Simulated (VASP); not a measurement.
# Sr (Im-3m) in VASP: notebook, part 2 of 2

VASP 6.6.1.

## 3. Single point, PBEsol (volume scaled by 0.75)

Input file INCAR:

```
SYSTEM = Sr
ALGO     = Normal         ! electronic algorithm
EDIFF    = 1E-6           ! SCF threshold, eV
ENCUT    = 520            ! plane-wave cutoff, eV
GGA      = PS             ! functional
ISIF     = 2              ! what is computed and relaxed
ISMEAR   = -1             ! smearing method
LASPH    = .True.         ! aspherical terms in the spheres
LCHARG   = .True.         ! write CHGCAR
LELF     = .True.         ! ELF
LREAL    = .False.        ! projectors in reciprocal space
LVHAR    = .True.       
LWAVE    = .False.        ! write WAVECAR
NBANDS   = 11             ! bands
NELM     = 100            ! most SCF steps
PREC     = Accurate       ! precision mode
SIGMA    = 0.08           ! smearing width, eV
```

Input file KPOINTS:

```
k-points
0
Gamma
  11 11 11
  0 0 0
```

Input file POSCAR:

```
Sr
1.0
   -2.1256323524      2.1256323524      2.1256323524
    2.1256323524     -2.1256323524      2.1256323524
    2.1256323524      2.1256323524     -2.1256323524
Sr
1
Direct
    0.0000000000      0.0000000000      0.0000000000
```

Potentials or basis: VASP PAW PBE potentials, release 64 (Sr_sv).

Started as:

```console
$ cat potpaw_PBE.64/Sr_sv/POTCAR > POTCAR
$ mpirun -np 1 vasp_std > vasp.out
```

OUTCAR:

```text
SYSTEM = Sr
   EDIFF = 1E-6
   ENCUT = 520
   GGA = PS
   ISIF = 2
   ISMEAR = -1
   LASPH = .True.
   LREAL = .False.
   NELM = 100
   PREC = Accurate

 ion  position               nearest neighbor table
   1  0.000  0.000  0.000-

  LATTYP: Found a body centered cubic cell.
 ALAT       =     4.2512647048

  Lattice vectors:

 A1 = (  -2.1256323524,   2.1256323524,   2.1256323524)
 A2 = (   2.1256323524,  -2.1256323524,   2.1256323524)
 A3 = (   2.1256323524,   2.1256323524,  -2.1256323524)

Analysis of symmetry for initial positions (statically):
[... 504 lines left out ...]
      4     -14.8874      2.00000
      5       2.4827      1.93915
      6       3.6063      0.00005
      7       3.6093      0.00005
      8       7.8272      0.00000
      9       8.3361      0.00000
     10       9.4475      0.00000
     11      10.9096      0.00000

 [... further k-points ...]
[... 5 lines left out ...]
  --------------------------------------------------------------------------------------
  -------------------------------------------------------------------------------------
  Total        1.3503573      1.3503573      1.3503573     -0.0000000     -0.0000000      0.0000000
  in kB       56.3163952     56.3163952     56.3163952     -0.0000000     -0.0000000      0.0000000
  external PRESSURE =      56.3163952 kB  Pullay stress =       0.0000000 kB

 VOLUME and BASIS-vectors are now :
 -----------------------------------------------------------------------------
  energy-cutoff  :      520.00
  volume of cell :       38.42
      direct lattice vectors                 reciprocal lattice vectors
    -2.125632352  2.125632352  2.125632352     0.000000000  0.235224120  0.235224120
     2.125632352 -2.125632352  2.125632352     0.235224120  0.000000000  0.235224120
     2.125632352  2.125632352 -2.125632352     0.235224120  0.235224120  0.000000000

 POSITION                                       TOTAL-FORCE (eV/Angst)
 -----------------------------------------------------------------------------------
      0.00000      0.00000      0.00000        -0.000000      0.000000     -0.000000
 -----------------------------------------------------------------------------------
    total drift:                               -0.000000     -0.000000     -0.000000

  FREE ENERGIE OF THE ION-ELECTRON SYSTEM (eV)
  ---------------------------------------------------
  free  energy   TOTEN  =        -1.6636768703 eV

  energy  without entropy=       -1.6456633480  energy(sigma->0) =       -1.65467011
```

Wall time 8.6 s (1 thread of Intel Xeon 6975P-C (Granite Rapids), shared host); peak memory 0.16 GiB.

Results:

```yaml
Free_energy: -1.6637 eV
Pressure: 5.6 GPa
Band_gap_on_the_k_mesh: zero (band 5 reaches 3.29 eV, above the bottom of band 6 at 2.19 eV)
```

Levels at points of the mesh, in eV from the Fermi level:
| k point | band 3 | band 4 | band 5 | band 6 | band 7 | band 8 |
| --- | --- | --- | --- | --- | --- | --- |
| (0.00, 0.00, 0.00) | -17.54 | -17.54 | -4.01 | 2.88 | 2.88 | 2.88 |

Caveat: the PAW data sets were made with another functional, which shifts forces and pressure a little.

## 4. Single point, PBEsol (volume scaled by 0.85)

Input file INCAR:

```
SYSTEM = Sr
PREC = Accurate ; ENCUT = 520
EDIFF = 1E-6 ; ISMEAR = -1
SIGMA = 0.08 ; LREAL = .FALSE.
LASPH = .TRUE. ; NELM = 60
ALGO = Normal ; ISIF = 2
LWAVE = .FALSE. ; LCHARG = .FALSE.
GGA = PS ; NBANDS = 11
```

Input file KPOINTS:

```
Automatic mesh
0
G
  11 11 11
  0 0 0
```

Input file POSCAR:

```
Sr
1.0
   -2.2161919460      2.2161919460      2.2161919460
    2.2161919460     -2.2161919460      2.2161919460
    2.2161919460      2.2161919460     -2.2161919460
Sr
1
Direct
    0.0000000000      0.0000000000      0.0000000000
```

Started as:

```console
$ cat potpaw_PBE.64/Sr_sv/POTCAR > POTCAR
$ mpirun -np 1 vasp_std > vasp.out
```

Wall time 13 s (1 thread of Intel Xeon 6975P-C (Granite Rapids), shared host); peak memory 0.18 GiB.

It converged, with:

```
Free energy            : -1.7920 eV
Pressure               : 2.6 GPa
Band gap on the k mesh : zero (band 5 reaches 2.73 eV, above the bottom of band 6 at 1.91 eV)
```

Levels at points of the mesh, in eV from the Fermi level:
| k point | band 2 | band 3 | band 4 | band 5 | band 6 | band 7 | band 8 | band 9 |
| --- | --- | --- | --- | --- | --- | --- | --- | --- |
| (0.00, 0.00, 0.00) | -17.85 | -17.85 | -17.85 | -3.91 | 2.70 | 2.70 | 2.70 | 4.35 |

Caveat: the PAW data sets were made with another functional, which shifts forces and pressure a little.

## 5. Single point, PBEsol (volume scaled by 0.95)

Input file INCAR:

```
ALGO = Normal
EDIFF = 1E-6
ENCUT = 520
GGA = PS
ISIF = 2
ISMEAR = -1
LASPH = T
LCHARG = T
LELF = T
LREAL = F
LVHAR = T
LWAVE = F
NBANDS = 11
NELM = 100
PREC = Accurate
SIGMA = 0.08
```

Input file KPOINTS:

```
k-points
0
Gamma
  11 11 11
```

Input file POSCAR:

```
Sr
1.0
   -2.2998998881      2.2998998881      2.2998998881
    2.2998998881     -2.2998998881      2.2998998881
    2.2998998881      2.2998998881     -2.2998998881
Sr
1
Direct
    0.0000000000      0.0000000000      0.0000000000
```

Started as:

```console
$ cat potpaw_PBE.64/Sr_sv/POTCAR > POTCAR
$ mpirun -np 1 vasp_std > vasp.out
```

It took 12 s on 1 thread of Intel Xeon 6975P-C (Granite Rapids), shared host; peak memory 0.18 GiB.

Results (log left out):

```yaml
Free_energy: -1.8430 eV
Pressure: 0.7 GPa
Band_gap_on_the_k_mesh: zero (band 5 reaches 2.28 eV, above the bottom of band 6 at 1.67 eV)
```

Levels at points of the mesh, in eV from the Fermi level:
```tsv
k point	band 2	band 3	band 4	band 5	band 6	band 7	band 8	band 9
(0.00, 0.00, 0.00)	-18.13	-18.13	-18.13	-3.80	2.54	2.54	2.54	4.04
```

Caveat: the PAW data sets were made with another functional, which shifts forces and pressure a little.

## 6. The runs side by side

```csv
cell,gap on the mesh (eV),pressure (GPa)
"a = 3.682 Å, angles 109.5°, 1 atom",none,5.6
"a = 3.839 Å, angles 109.5°, 1 atom",none,2.6
"a = 3.984 Å, angles 109.5°, 1 atom",none,0.7
```

Alike in all rows: task single point; level PBEsol; potentials or basis VASP PAW PBE potentials, release 64 (Sr_sv); no spin polarisation; k mesh 11 × 11 × 11; cutoff (eV) 520; smearing fermi-dirac 0.08 eV.

Caveats: the PAW data sets were made with another functional, which shifts forces and pressure a little.

Total energies depend on the potentials used, so only differences within one code and one set of settings carry meaning.
